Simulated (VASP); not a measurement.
Here is a VASP 6.6.1 calculation.

Contents of INCAR:

```
SYSTEM = Os
PREC     = Accurate       ! precision mode
ENCUT    = 600            ! plane-wave cutoff, eV
EDIFF    = 1E-6           ! SCF threshold, eV
ISMEAR   = -1             ! smearing method
SIGMA    = 0.1            ! smearing width, eV
LREAL    = .False.        ! projectors in reciprocal space
LASPH    = .True.         ! aspherical terms in the spheres
NELM     = 80             ! most SCF steps
ALGO     = Normal         ! electronic algorithm
ISIF     = 3              ! what is computed and relaxed
LWAVE    = .False.        ! write WAVECAR
LCHARG   = .False.        ! write CHGCAR
GGA      = PE             ! functional
IBRION   = 2              ! ionic algorithm
NSW      = 80             ! ionic steps
EDIFFG   = -0.02          ! ionic threshold
```

KPOINTS

```
Automatic mesh
0
Gamma
  14 14 8
  0 0 0
```

The input POSCAR:

```
Os
1.0
    2.7341000000      0.0000000000      0.0000000000
   -1.3670500000      2.3678000600      0.0000000000
    0.0000000000      0.0000000000      4.3197000000
Os
2
Direct
    0.3333333326      0.6666666653      0.2500000000
    0.6666666674      0.3333333347      0.7500000000
```

Potentials or basis: VASP PAW PBE potentials, release 64 (Os).

Command:

```console
$ cat potpaw_PBE.64/Os/POTCAR > POTCAR
$ mpirun -np 1 vasp_std > vasp.out
```

**Question.** Estimate the band gap on the k mesh.

**Answer.** Zero (bands 8 and 9 overlap by 3.62 eV).

**Question.** What does it give for the relaxed volume?

**Answer.** 14.28 Å³/atom.

Final structure:
```cif
data_structure
_symmetry_space_group_name_H-M 'P 1'
_symmetry_Int_Tables_number 1
_cell_length_a 2.7553
_cell_length_b 2.7553
_cell_length_c 4.3447
_cell_angle_alpha 90.000
_cell_angle_beta 90.000
_cell_angle_gamma 120.000
_cell_volume 28.56
loop_
_atom_site_label
_atom_site_type_symbol
_atom_site_fract_x
_atom_site_fract_y
_atom_site_fract_z
_atom_site_occupancy
Os1 Os 0.33333 0.66667 0.25000 1
Os2 Os 0.66667 0.33333 0.75000 1
```

Caveat: spin-orbit coupling is left out, which moves the levels of the heavy elements. Zero-point motion and thermal expansion aren't in these numbers.
